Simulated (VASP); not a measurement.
Zn5Au4, 9 atoms in the cell. The cell holds a slab with vacuum, 9 atoms: a = 3.147 Å, b = 3.147 Å, c = 32.588 Å, α = 90.00°, β = 90.00°, γ = 90.00°. 

- Program: VASP 6.6.1
- Task: single point
- Functional: PBEsol
- Potentials or basis: VASP PAW PBE potentials, release 64 (Zn, Au)
- Cutoff: 520 eV
- k mesh: 8 × 8 × 1
- Occupations: gaussian, width 0.1 eV
- Spin: no spin polarisation
- Dipole correction: yes
- Further INCAR settings: ALGO = Normal; EDIFF = 1e-07; NBANDS = 62

Potentials or basis: VASP PAW PBE potentials, release 64 (Zn, Au).

The run is started by

```sh
$ cat potpaw_PBE.64/Zn/POTCAR potpaw_PBE.64/Au/POTCAR > POTCAR
$ mpirun -np 1 vasp_std > vasp.out
```

Hardware: 1 thread of Intel(R) Xeon(R) Platinum 8259CL CPU @ 2.50GHz (Skylake/Cascade Lake) (shared host).

How long does it take, and how much memory?

Wall time 14 min on 1 thread of Intel(R) Xeon(R) Platinum 8259CL CPU @ 2.50GHz (Skylake/Cascade Lake), on a shared host, peak memory 0.5 GiB. Counts: scf iterations 38, k points 15.
